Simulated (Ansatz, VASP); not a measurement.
## MoS2 in VASP and in Ansatz

```
CELL_PARAMETERS angstrom
1.58000 0.91221 6.15000
-1.58000 0.91221 6.15000
0.00000 -1.82443 6.15000
ATOMIC_POSITIONS crystal
Mo 0.00000 0.00000 0.00000
S 0.41700 0.41700 0.41700
S 0.25000 0.25000 0.25000
```

Alike in both runs: functional LDA; k mesh 7 × 7 × 7; occupations fermi-dirac, width 0.05 eV; non-collinear spin, spin-orbit coupling.

|  | VASP | Ansatz |
| --- | --- | --- |
| version | VASP 6.6.1 | Ansatz 0.2.0 |
| potentials or method | VASP PAW LDA potentials, release 64 (Mo_sv, S) | Ansatz PAW |
| plane-wave cutoff (eV) | 520 | 420 |
| valence electrons in the cell | 26 | 26 |
| task | single point | band structure |

Ansatz gave:

```
pressure (GPa)                                                : -2.4
traceless stress, the component that is largest in VASP (GPa) : 1.66
rms of the force components (eV/Å)                            : 0.039
net moment per atom (μB)                                      : 0.00
```

Question: Which values does VASP return?

Answer: Pressure (GPa): -2.3; traceless stress, the component that is largest in VASP (GPa): 1.63; rms of the force components (eV/Å): 0.043; net moment per atom (μB): 0.00.

LDA's correlation is that of Perdew and Zunger in VASP and of Perdew and Wang (1992) in Ansatz. Atom by atom the forces differ by 0.008 eV/Å (rms over components).

Noted on Ansatz's run: the k mesh misses the band edges, so the gap on the mesh is wider than the one along the path.
